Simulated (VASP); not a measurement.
# BP (I-4m2) in VASP: notebook

The runs below take BP through single point, with PBE.

Everything below comes from runs of VASP 6.6.1. Logs are shortened: lines on timing, memory, paths and dates and some standing lists are left out, and cuts for length are marked.

## (1) The cell of the first run

The structure is tetragonal, space group I-4m2 (No. 119). Conventional cell: a = 3.193 Å, b = 3.193 Å, c = 4.538 Å, α = 90.00°, β = 90.00°, γ = 90.00°. B (site symmetry -4m2) has 4 P at 1.96 Å within 2.6 Å. P (site symmetry -4m2) has 4 B at 1.96 Å within 2.6 Å.

## (2) Single point, PBE (strain -0.0050 x Voigt [1, 1, 0, 0, 0, 0])

The input, INCAR:

```
SYSTEM = BP
  PREC = Accurate
  ENCUT = 520
  EDIFF = 1E-7
  ISMEAR = 0
  SIGMA = 0.05
  LREAL = .FALSE.
  LASPH = .TRUE.
  NELM = 60
  ALGO = Normal
  ISIF = 2
  LWAVE = .FALSE.
  LCHARG = .FALSE.
  GGA = PE
  NBANDS = 11
```

The input, KPOINTS:

```
regular mesh
0
G
  10 10 10
  0 0 0
```

The input, POSCAR:

```
BP
1.0
    0.0000000000      2.2576550000      2.2690000000
    2.2576550000      0.0000000000      2.2690000000
    2.2576550000      2.2576550000      0.0000000000
B P
1 1
Direct
    0.0000000000      0.0000000000      0.0000000000
    0.7500000000      0.7500000000      0.7500000000
```

Potentials or basis: VASP PAW PBE potentials, release 64 (B, P).

Command:

```bash
> cat potpaw_PBE.64/B/POTCAR potpaw_PBE.64/P/POTCAR > POTCAR
> mpirun -np 1 vasp_std > vasp.out
```

OUTCAR:

```text
SYSTEM = BP
   PREC = Accurate
   ENCUT = 520
   EDIFF = 1E-7
   ISMEAR = 0
   LREAL = .FALSE.
   LASPH = .TRUE.
   NELM = 60
   ISIF = 2
   GGA = PE

 ion  position               nearest neighbor table
   1  0.000  0.000  0.000-   2 1.96   2 1.96   2 1.96   2 1.96
   2  0.750  0.750  0.750-   1 1.96   1 1.96   1 1.96   1 1.96

  LATTYP: Found a body centered tetragonal cell.
 ALAT       =     3.1928063202
 C/A-ratio  =     1.4213201632

  Lattice vectors:

 A1 = (  -2.2576550000,   0.0000000000,   2.2690000000)
 A2 = (   2.2576550000,   0.0000000000,   2.2690000000)
 A3 = (   0.0000000000,   2.2576550000,  -2.2690000000)

Analysis of symmetry for initial positions (statically):
=====================================================================
 Subroutine PRICEL returns:
 Original cell was already a primitive cell.

 Routine SETGRP: Setting up the symmetry group for a
 body centered tetragonal supercell.

 Subroutine GETGRP returns: Found  8 space group operations
 (whereof  8 operations were pure point group operations)
 out of a pool of 16 trial point group operations.

The static configuration has the point symmetry D_2d.

Analysis of symmetry for dynamics (positions and initial velocities):
=====================================================================
 Subroutine PRICEL returns:
 Original cell was already a primitive cell.

 Routine SETGRP: Setting up the symmetry group for a
 body centered tetragonal supercell.

 Subroutine GETGRP returns: Found  8 space group operations
 (whereof  8 operations were pure point group operations)
 out of a pool of 16 trial point group operations.

The dynamic configuration has the point symmetry D_2d.

 Subroutine INISYM returns: Found  8 space group operations
 (whereof  8 operations are pure point group operations),
 and found     1 'primitive' translations

----------------------------------------------------------------------------------------

                                     Primitive cell

  volume of cell :      23.1302

  direct lattice vectors                    reciprocal lattice vectors
     0.000000000  2.257655000  2.269000000    -0.221468736  0.221468736  0.220361393
     2.257655000  0.000000000  2.269000000     0.221468736 -0.221468736  0.220361393
     2.257655000  2.257655000  0.000000000     0.221468736  0.221468736 -0.220361393

  length of vectors
     3.200838499  3.200838499  3.192806320     0.382956846  0.382956846  0.382956846

  position of ions in fractional coordinates (direct lattice)
     0.000000000  0.000000000  0.000000000
[... 81 lines left out ...]
   NSW    =      0    number of steps for IOM
   IBRION =     -1    ionic relax: 0-MD 1-quasi-New 2-CG
   NFREE  =      0    steps in history (QN), initial steepest desc. (CG)
   ISIF   =      2    stress and relaxation
   ISYM   =      2    0-nonsym 1-usesym 2-fastsym
   POTIM  = 0.5000    time-step for ionic-motion
   TEBEG  =    0.0;   TEEND  =   0.0 temperature during run
   PSTRESS=    0.0 pullay stress
   NELECT =       8.0000    total number of electrons
   NUPDOWN=      -1.0000    fix difference up-down
   EMIN   =  10.00;   EMAX   =-10.00  energy-range for DOS
   EFERMI =   0.00;   METHOD = LEGACY
   ISMEAR =     0;   SIGMA  =   0.05  broadening in eV -4-tet -1-fermi 0-gaus
   EFERMI_NEDOS =   21; number of points for ismear=-14 and -15
   IALGO  =     38    algorithm
   IMIX   =      4    mixing-type and parameters
     AMIX     =   0.40;   BMIX     =  1.00
     AMIX_MAG =   1.60;   BMIX_MAG =  1.00
  volume/ion in A,a.u.               =      11.57        78.05
  Fermi-wavevector in a.u.,A,eV,Ry     =   1.149154  2.171586 17.967244  1.320555
  Thomas-Fermi vector in A             =   2.285825
   LORBIT       =      0    0 simple, 1 ext, 2 COOP (PROOUT), +10 PAW based schemes
   GGA     = PE    functional components
   LHFCALC =     F    Hartree Fock is set to
   AEXX    =    0.0000 exact exchange contribution
   IVDW    =     0    specifies the selected vdW correction
   LEPSILON=     F    determine dielectric tensor
   LRPA    =     F    only Hartree local field effects (RPA)
 non-spin polarized calculation
 Gauss-broadening in eV      SIGMA  =   0.05
  energy-cutoff  :      520.00
  volume of cell :       23.13
 maximum number of plane-waves:       636
   NGX = 11   NGY = 11   NGZ = 11

 number of electron       8.0000001 magnetization

 Free energy of the ion-electron system (eV)
  ---------------------------------------------------
  ext. energy  EPLUGINS =         0.00000000
  ---------------------------------------------------
  free energy    TOTEN  =       -12.92752132 eV

  energy without entropy =      -12.92752132  energy(sigma->0) =      -12.92752132

 E-fermi :   7.8341     XC(G=0): -10.9505

 val. band max:        7.5684449699   @ k =   0.0000   0.0000   0.0000
 cond. band min:       8.7560952036   @ k =   0.4000   0.0000   0.4000
 fundamental gap:      1.1876502338
 Fermi energy:         7.8341431931

 k-point     1 :       0.0000    0.0000    0.0000
  band No.  band energies     occupation
      1      -7.9983      2.00000
      2       7.5188      2.00000
      3       7.5684      2.00000
      4       7.5684      2.00000
      5      10.9582      0.00000
      6      10.9582      0.00000
      7      10.9864      0.00000
      8      15.0789      0.00000
      9      19.1328      0.00000
     10      19.6420      0.00000
     11      19.7758      0.00000
[... 309 lines left out ...]
 k-point    24 :       0.4000    0.3000    0.0000
  band No.  band energies     occupation
      1      -5.0498      2.00000
      2       1.3436      2.00000
      3       3.4795      2.00000
      4       4.0374      2.00000
      5       9.3976      0.00000
      6      11.2036      0.00000
      7      17.0996      0.00000
      8      17.1098      0.00000
      9      21.6306      0.00000
     10      22.8929      0.00000
     11      24.7209      0.00000

 [... further k-points ...]
[... 5 lines left out ...]
  --------------------------------------------------------------------------------------
  -------------------------------------------------------------------------------------
  Total        0.4392821      0.4392821      0.2423586      0.0000000     -0.0000000     -0.0000000
  in kB       30.4280718     30.4280718     16.7876286      0.0000000     -0.0000000     -0.0000000
  external PRESSURE =      25.8812574 kB  Pullay stress =       0.0000000 kB

 VOLUME and BASIS-vectors are now :
 -----------------------------------------------------------------------------
  energy-cutoff  :      520.00
  volume of cell :       23.13
      direct lattice vectors                 reciprocal lattice vectors
     0.000000000  2.257655000  2.269000000    -0.221468736  0.221468736  0.220361393
     2.257655000  0.000000000  2.269000000     0.221468736 -0.221468736  0.220361393
     2.257655000  2.257655000  0.000000000     0.221468736  0.221468736 -0.220361393

 POSITION                                       TOTAL-FORCE (eV/Angst)
 -----------------------------------------------------------------------------------
      0.00000      0.00000      0.00000        -0.000000     -0.000000     -0.000000
      3.38648      3.38648      3.40350         0.000000      0.000000      0.000000
 -----------------------------------------------------------------------------------
    total drift:                               -0.000000     -0.000000     -0.000000

  FREE ENERGIE OF THE ION-ELECTRON SYSTEM (eV)
  ---------------------------------------------------
  free  energy   TOTEN  =       -12.9275213190 eV

  energy  without entropy=      -12.9275213190  energy(sigma->0) =      -12.92752132
```

stdout:

```text
POSCAR found type information on POSCAR B P
 POSCAR found :  2 types and       2 ions
 scaLAPACK will be used
 LDA part: xc-table for (Slater+PW92), standard interpolation
 POSCAR, INCAR and KPOINTS ok, starting setup
 FFT: planning ... GRIDC
 FFT: planning ... GRID_SOFT
 FFT: planning ... GRID
 WAVECAR not read
 entering main loop
```

Run time: 47 s. Hardware: 1 thread of AMD EPYC 7R13, shared host; peak memory 0.12 GiB.

What came out:

```
Free energy            : -12.9275 eV
Pressure               : 2.6 GPa
Band gap on the k mesh : 1.19 eV, indirect (least direct gap 3.39 eV)
```

Caveat: the cell differs from its parent crystal (strain -0.0050 x Voigt [1, 1, 0, 0, 0, 0]). A k mesh can miss the band edges.

## (3) Single point, PBE (strain +0.0050 x Voigt [1, 1, 0, 0, 0, 0])

INCAR, as its differences from that of step 2:

```diff
@@ -3,3 +3,3 @@
   ENCUT = 520
-  EDIFF = 1E-7
+  EDIFF = 1E-6
   ISMEAR = 0
@@ -8,3 +8,3 @@
   LASPH = .TRUE.
-  NELM = 60
+  NELM = 100
   ALGO = Normal
```

The input, KPOINTS:

```
Automatic mesh
0
G
  10 10 10
  0 0 0
```

The input, POSCAR:

```
BP
1.0
    0.0000000000      2.2803450000      2.2690000000
    2.2803450000      0.0000000000      2.2690000000
    2.2803450000      2.2803450000      0.0000000000
B P
1 1
Direct
    0.0000000000      0.0000000000      0.0000000000
    0.7500000000      0.7500000000      0.7500000000
```

Potentials or basis: VASP PAW PBE potentials, release 64 (B, P).

Command:

```bash
> cat potpaw_PBE.64/B/POTCAR potpaw_PBE.64/P/POTCAR > POTCAR
> mpirun -np 1 vasp_std > vasp.out
```

It took 45 s on 1 thread of AMD EPYC 7R13, shared host; peak memory 0.12 GiB.

The run converged. Its results:

- Free energy: -12.9304 eV
- Pressure: -0.7 GPa
- Band gap on the k mesh: 1.18 eV, indirect (least direct gap 3.34 eV)

Stress tensor (GPa, compression positive):
```
-1.16  0.00  0.00
 0.00 -1.16  0.00
 0.00  0.00  0.16
```

Levels at points of the mesh, in eV from the valence-band top:
```csv
k point,band 1,band 2,band 3,band 4,band 5,band 6,band 7,band 8
"(0.00, 0.00, 0.00)",-15.40,-0.05,-0.05,0.00,3.34,3.36,3.36,7.19
"(0.50, 0.00, 0.00)",-12.12,-8.99,-1.81,-1.75,3.69,4.65,4.70,10.06
"(0.50, 0.50, 0.00)",-10.57,-8.53,-4.14,-4.14,1.28,1.59,12.00,12.00
"(0.50, 0.00, 0.50)",-10.62,-8.58,-4.10,-4.09,1.34,1.66,11.95,12.05
```

Caveat: the cell differs from its parent crystal (strain +0.0050 x Voigt [1, 1, 0, 0, 0, 0]). A k mesh can miss the band edges.

[end of part 1 of 2]
